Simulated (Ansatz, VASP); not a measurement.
**One calculation of BaTiO3, two programs**

```
CELL_PARAMETERS angstrom
3.99410 -0.09666 0.00000
-0.09666 3.99410 0.00000
0.00000 0.00000 3.99410
ATOMIC_POSITIONS crystal
Ba 0.50000 0.50000 0.50000
Ti 0.00000 0.00000 0.00000
O 0.50000 0.00000 0.00000
O 0.00000 0.50000 0.00000
O 0.00000 0.00000 0.50000
```

Change from the starting cell: shear_xy strain -4.8%.

Alike in both runs: task single point; functional r2SCAN; k mesh 6 × 6 × 6; no spin polarisation.

|  | VASP | Ansatz |
| --- | --- | --- |
| version | VASP 6.6.1 | Ansatz 0.2.0 |
| potentials or method | VASP PAW PBE potentials, release 64 (Ba_sv, Ti_sv, O) | plane waves, PAW |
| plane-wave cutoff (eV) | 520 | 500 |
| occupations | gaussian, width 0.01 eV | fixed |
| valence electrons in the cell | 40 | 40 |

|  | VASP | Ansatz | Ansatz less VASP |
| --- | --- | --- | --- |
| gap on the k mesh at the Fermi level (eV) | 2.02 | 2.02 | +0.005 |
| pressure (GPa) | 2.2 | 0.2 | -2.01 |
| traceless stress, the component that is largest in VASP (GPa) | 6.65 | 6.46 | -0.191 |

VASP's potentials were made for PBE, not for r2SCAN.

Spin-orbit coupling is off throughout.
